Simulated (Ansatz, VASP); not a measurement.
**Hf: VASP beside Ansatz**

The input INCAR:

```
SYSTEM = Hf
  PREC = Accurate
  ENCUT = 520
  EDIFF = 1E-8
  ISMEAR = -1
  SIGMA = 0.03
  LREAL = .False.
  LASPH = .True.
  NELM = 80
  ALGO = Normal
  ISIF = 2
  LWAVE = .False.
  LCHARG = .False.
  GGA = PS
  LEFG = .True.
  NBANDS = 11
```

File KPOINTS:

```
Automatic mesh
0
Gamma
  16 16 16
  0 0 0
```

Contents of POSCAR:

```
Hf
1.0
   -0.0444000000      2.1978000000      2.1978000000
    2.1978000000     -0.0444000000      2.1978000000
    2.1978000000      2.1978000000     -0.0444000000
Hf
1
Direct
    0.0000000000      0.0000000000      0.0000000000
```

Input for Ansatz:

```yaml
crystal:
  lattice:
    - [-0.0444, 2.1978, 2.1978]
    - [2.1978, -0.0444, 2.1978]
    - [2.1978, 2.1978, -0.0444]
  atoms:
    - { symbol: Hf, position: [0.0, 0.0, 0.0] }
kpoints:
  mp_grid: { grid: [16, 16, 16] }
scf:
  occupations: { method: fermi_dirac, width: 0.03 }
hamiltonian:
  xc: pbesol
  pseudopotentials: { kind: paw }
output:
  forces: true
  stress: true
  eigenvalues: true
  efg: { contact_densities: true }
  write_density: true
  write_potential: true
  elf: true
  volumetric_format: npy
```

Change from the starting cell: equal xy, yz and zx shear strains of -2 %, PAW files.

Alike in both runs: task electric field gradients; functional PBEsol; k mesh 16 × 16 × 16; occupations fermi-dirac, width 0.03 eV; no spin polarisation.

|  | VASP | Ansatz |
| --- | --- | --- |
| version | VASP 6.6.1 | Ansatz 0.2.0 |
| potentials or method | VASP PAW PBE potentials, release 64 (Hf_pv) | PAW with Ansatz's default frozen-core files, scalar-relativistic |
| plane-wave cutoff (eV) | 520 | 420 |
| valence electrons in the cell | 10 | 26 |

|  | VASP | Ansatz | Ansatz less VASP |
| --- | --- | --- | --- |
| pressure (GPa) | -1.9 | -1.5 | +0.39 |
| traceless stress, the component that is largest in VASP (GPa) | 1.18 | 1.18 | -0.002 |
| size of Vzz on the site where it differs most (V/Å²) | 47.0 | 48.8 | +1.77 |

VASP's potentials were made for PBE, not for PBEsol. VASP's potentials hold 10 valence electrons a cell and Ansatz's 26, so a difference there can come from the potentials and not from the codes.

Neither program's run includes spin-orbit coupling.
